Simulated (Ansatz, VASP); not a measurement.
Sn in VASP and in Ansatz

The input INCAR:

```
PREC = Accurate
ENCUT = 520
EDIFF = 1E-7
ISMEAR = -1
SIGMA = 0.1
LREAL = F
LASPH = T
NELM = 80
ALGO = Normal
ISIF = 2
LWAVE = F
LCHARG = T
GGA = PS
LELF = T
LVHAR = T
NBANDS = 21
```

File KPOINTS:

```
Automatic mesh
0
Gamma
  13 13 7
```

Contents of POSCAR:

```
Sn
1.0
    3.1789731934      0.0000000000      0.0000000000
   -1.5894865967      2.7530715435      0.0000000000
    0.0000000000      0.0000000000      5.1000416387
Sn
2
Direct
    0.3333333333      0.6666666667      0.2500000000
    0.6666666667      0.3333333333      0.7500000000
```

Input for Ansatz:

```yaml
crystal:
  lattice:
    - [3.1789731934, 0.0, 0.0]
    - [-1.5894865967, 2.7530715435, 0.0]
    - [0.0, 0.0, 5.1000416387]
  atoms:
    - { symbol: Sn, position: [0.3333333333, 0.6666666667, 0.25] }
    - { symbol: Sn, position: [0.6666666667, 0.3333333333, 0.75] }
kpoints:
  mp_grid: { grid: [13, 13, 7] }
scf:
  occupations: { method: fermi_dirac, width: 0.1 }
hamiltonian:
  xc: pbesol
  pseudopotentials: { kind: paw }
output:
  forces: true
  stress: true
  eigenvalues: true
  populations: true
```

Change from the starting cell: volume scaled by 0.85, PAW files.

Alike in both runs: task single point; functional PBEsol; k mesh 13 × 13 × 7; occupations fermi-dirac, width 0.1 eV; no spin polarisation.

|  | VASP | Ansatz |
| --- | --- | --- |
| version | VASP 6.6.1 | Ansatz 0.2.0 |
| potentials or method | VASP PAW PBE potentials, release 64 (Sn_d) | PAW with Ansatz's default frozen-core files, scalar-relativistic |
| plane-wave cutoff (eV) | 520 | 420 |
| valence electrons in the cell | 28 | 28 |

```csv
,VASP,Ansatz,Ansatz less VASP
pressure (GPa),13.2,13.2,+0.05
```

VASP's potentials were made for PBE, not for PBEsol.
